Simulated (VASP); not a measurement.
Runs of VASP 6.6.1 on Sn. The structure is that of space group Fd-3m (No. 227), or close to it. The cells are those of the table. 

```tsv
cell	further INCAR settings	gap on the mesh (eV)	pressure (GPa)
a = 4.556, b = 4.590 Å, angles 59.8, 60.5, 59.8°, 2 atoms	ALGO = Fast; EDIFF = 1e-06; NBANDS = 21	none	1.6
a = 4.625, b = 4.590 Å, angles 60.2, 59.5, 60.2°, 2 atoms	ALGO = Fast; EDIFF = 1e-06; NBANDS = 21	none	0.3
a = 4.613, b = 4.590 Å, angles 60.2, 59.7, 60.2°, 2 atoms	ALGO = Fast; EDIFF = 1e-07; NBANDS = 21	none	0.5
a = 4.601, b = 4.590 Å, angles 60.1, 59.8, 60.1°, 2 atoms	ALGO = Fast; EDIFF = 1e-06; NBANDS = 21	none	(b)
a = 4.567, b = 4.590 Å, angles 59.8, 60.3, 59.8°, 2 atoms	ALGO = Fast; EDIFF = 1e-06; NBANDS = 21	none	(a)
a = 4.544, b = 4.590 Å, angles 59.7, 60.7, 59.7°, 2 atoms	ALGO = Fast; EDIFF = 1e-06; NBANDS = 21	none	1.9
a = 4.579, b = 4.590 Å, angles 59.9, 60.2, 59.9°, 2 atoms	ALGO = Fast; EDIFF = 1e-06; NBANDS = 21	none	1.2
```

Alike in all rows: task single point; level PBEsol; potentials or basis VASP PAW PBE potentials, release 64 (Sn_d); no spin polarisation; k mesh 12 × 12 × 12; cutoff (eV) 520; smearing gaussian 0.15 eV.

Q: Fill in the values left out.

A: (a) 1.4; (b) 0.7.

Caveats: the PAW data sets were made with another functional, which shifts forces and pressure a little; spin-orbit coupling is left out, which moves the levels of the heavy elements.

A k mesh can miss the band edges, and the runs leave out spin-orbit coupling on Sn.

A gap of «none» marks levels without a gap at the run's occupations.
